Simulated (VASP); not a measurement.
Here is a VASP 6.6.1 calculation.

Contents of INCAR:

```
SYSTEM = BN
ALGO = Normal
EDIFF = 1E-8
ENCUT = 520
GGA = PE
IBRION = 8
ISIF = 2
ISMEAR = 0
LASPH = .True.
LCHARG = .False.
LEPSILON = .True.
LREAL = .False.
LWAVE = .False.
NBANDS = 11
NELM = 100
NSW = 1
PREC = Accurate
SIGMA = 0.01
```

KPOINTS

```
k-points
0
Gamma
  12 12 12
  0 0 0
```

Contents of POSCAR:

```
BN
1.0
    0.0000000000      1.7470776907      1.7470776907
    1.7470776907      0.0000000000      1.7470776907
    1.7470776907      1.7470776907      0.0000000000
B N
1 1
Direct
    0.0000000000      0.0000000000      0.0000000000
    0.7500000000      0.7500000000      0.7500000000
```

Potentials or basis: VASP PAW PBE potentials, release 64 (B, N).

Run with:

```sh
$ cat potpaw_PBE.64/B/POTCAR potpaw_PBE.64/N/POTCAR > POTCAR
$ mpirun -np 1 vasp_std > vasp.out
```

Q: Predict the electronic dielectric tensor (diagonal).

A: 4.52.

Q: What does it give for the Born charges (mean of the diagonal)?

A: B +1.86; N -1.86 e.

Q: Estimate the highest phonon frequency at Γ, LO-TO splitting left out.

A: 1174 cm⁻¹.

Phonon frequencies in cm⁻¹ (negative: imaginary):
```csv
q point,frequencies
"(0.000, 0.000, 0.000)",0 0 0 1174 1174 1174
```

Caveat: the cell wasn't relaxed at this level first, which shifts response properties.
